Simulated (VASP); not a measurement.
Set up this calculation in VASP 6.6.1, as the native input.

* Task: single point
* Functional: PBEsol
* Potentials or basis: VASP PAW PBE potentials, release 64 (Al, Ru_pv)
* Cutoff: 520 eV
* k mesh: 12 × 12 × 12
* Occupations: fermi-dirac, width 0.1 eV
* Spin: no spin polarisation
* Dipole correction: no
* Further INCAR settings: ALGO = Normal; EDIFF = 1e-06; NBANDS = 16

The structure of AlRu lies in POSCAR:

```
AlRu
1.0
    2.9916000000      0.0000000000      0.0000000000
    0.0000000000      2.9916000000      0.0000000000
    0.0000000000      0.0000000000      3.0813480000
Al Ru
1 1
Direct
    0.0000000000      0.0000000000      0.0000000000
    0.5000000000      0.5000000000      0.5000000000
```

These files were run (other wordings do the same):

INCAR

```
SYSTEM = AlRu
ALGO = Normal
EDIFF = 1E-6
ENCUT = 520
GGA = PS
ISIF = 2
ISMEAR = -1
LASPH = .True.
LCHARG = .False.
LREAL = .False.
LWAVE = .False.
NBANDS = 16
NELM = 60
PREC = Accurate
SIGMA = 0.1
```

KPOINTS

```
k-points
0
Gamma
  12 12 12
  0 0 0
```

Potentials or basis: VASP PAW PBE potentials, release 64 (Al, Ru_pv).

Run with:

```console
$ cat potpaw_PBE.64/Al/POTCAR potpaw_PBE.64/Ru_pv/POTCAR > POTCAR
$ mpirun -np 1 vasp_std > vasp.out
```

It gave:

| Property | Result |
| --- | --- |
| Pressure | -8.7 GPa |

Caveat: the PAW data sets were made with another functional, which shifts forces and pressure a little.

Run time: 37 s on 1 thread of Intel(R) Xeon(R) Platinum 8175M CPU @ 2.50GHz (Skylake/Cascade Lake), with other jobs on the host, peak memory 0.2 GiB.
